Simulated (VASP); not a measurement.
Wanted: the native input for a VASP 6.6.1 run.

```yaml
Task: single point
Functional: PBE
Potentials_or_basis: VASP PAW PBE potentials, release 64 (Ga_d, N)
Cutoff: 520 eV
k_mesh: 6 × 6 × 6
Occupations: gaussian, width 0.1 eV
Spin: no spin polarisation
Dipole_correction: no
Further_INCAR_settings: ALGO = Normal; EDIFF = 1e-06; NBANDS = 60
```

The structure of Ga3N2 lies in POSCAR:

```
Ga3N2
1.0
    2.7841095968      1.6074064251      5.0674975576
   -2.7841095968      1.6074064251      5.0674975576
    0.0000000000     -3.2148128504      5.0674975576
Ga N
6 4
Direct
    0.0562500000      0.4437500000      0.7500000000
    0.7500000000      0.0562500000      0.4437500000
    0.4437500000      0.7500000000      0.0562500000
    0.9437500000      0.5562500000      0.2500000000
    0.2500000000      0.9437500000      0.5562500000
    0.5562500000      0.2500000000      0.9437500000
    0.8521800000      0.8521800000      0.8521800000
    0.6478200000      0.6478200000      0.6478200000
    0.1478200000      0.1478200000      0.1478200000
    0.3521800000      0.3521800000      0.3521800000
```

These files were run (other wordings do the same):

INCAR

```
SYSTEM = Ga3N2
PREC = Accurate
ENCUT = 520
EDIFF = 1E-6
ISMEAR = 0
SIGMA = 0.1
LREAL = .FALSE.
LASPH = .TRUE.
NELM = 80
ALGO = Normal
ISIF = 2
LWAVE = .FALSE.
LCHARG = .FALSE.
GGA = PE
NBANDS = 60
```

KPOINTS

```
regular mesh
0
G
  6 6 6
  0 0 0
```

Potentials or basis: VASP PAW PBE potentials, release 64 (Ga_d, N).

Launch:

```sh
$ cat potpaw_PBE.64/Ga_d/POTCAR potpaw_PBE.64/N/POTCAR > POTCAR
$ mpirun -np 1 vasp_std > vasp.out
```

It gave:

- Pressure: 0.7 GPa
- Largest force: 0.472 eV/Å
- Band gap on the k mesh: zero (bands 49 and 50 overlap by 1.12 eV)

It took 6.1 min on 1 thread of Intel(R) Xeon(R) Platinum 8259CL CPU @ 2.50GHz (Skylake/Cascade Lake), with other jobs on the host, peak memory 0.43 GiB.
